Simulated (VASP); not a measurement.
A run of VASP 6.6.1 is set up as follows.

The input INCAR:

```
SYSTEM = SnO
PREC     = Accurate       ! precision mode
ENCUT    = 1340           ! plane-wave cutoff, eV
EDIFF    = 1E-6           ! SCF threshold, eV
ISMEAR   = 0              ! smearing method
SIGMA    = 0.02           ! smearing width, eV
LREAL    = .False.        ! projectors in reciprocal space
LASPH    = .True.         ! aspherical terms in the spheres
NELM     = 120            ! most SCF steps
ALGO     = Normal         ! electronic algorithm
ISIF     = 2              ! what is computed and relaxed
LWAVE    = .False.        ! write WAVECAR
LCHARG   = .False.        ! write CHGCAR
GGA      = CA             ! functional
NBANDS   = 28             ! bands
GGA_COMPAT= .False.
```

KPOINTS

```
regular mesh
0
Gamma
  8 6 6
  0 0 0
```

The input POSCAR:

```
SnO
1.0
    3.2918837283      0.0000000000      0.0000000000
    0.0000000000      5.6763105631      0.0000000000
    0.0000000000      0.0000000000      3.7100774918
Sn O
2 2
Direct
    0.0000000000      0.2359180937      0.5344782994
    0.5000000000      0.7640819063      0.0344782994
    0.0000000000      0.8821462513      0.7155227006
    0.5000000000      0.1178537487      0.2155227006
```

Potentials or basis: VASP PAW LDA potentials, release 64 (Sn_d, O_h).

Command:

```bash
$ cat potpaw_LDA.64/Sn_d/POTCAR potpaw_LDA.64/O_h/POTCAR > POTCAR
$ mpirun -np 1 vasp_std > vasp.out
```

Task: What does it give for the largest force?

Result: 0.101 eV/Å.

Task: What does it give for the band gap on the k mesh?

Result: 1.17 eV (least direct gap 1.81 eV).

Stress tensor (GPa, compression positive):
```
0.31 0.00 0.00
0.00 0.39 0.00
0.00 0.00 0.21
```

Caveat: spin-orbit coupling is left out, which moves the levels of the heavy elements. A k mesh can miss the band edges.
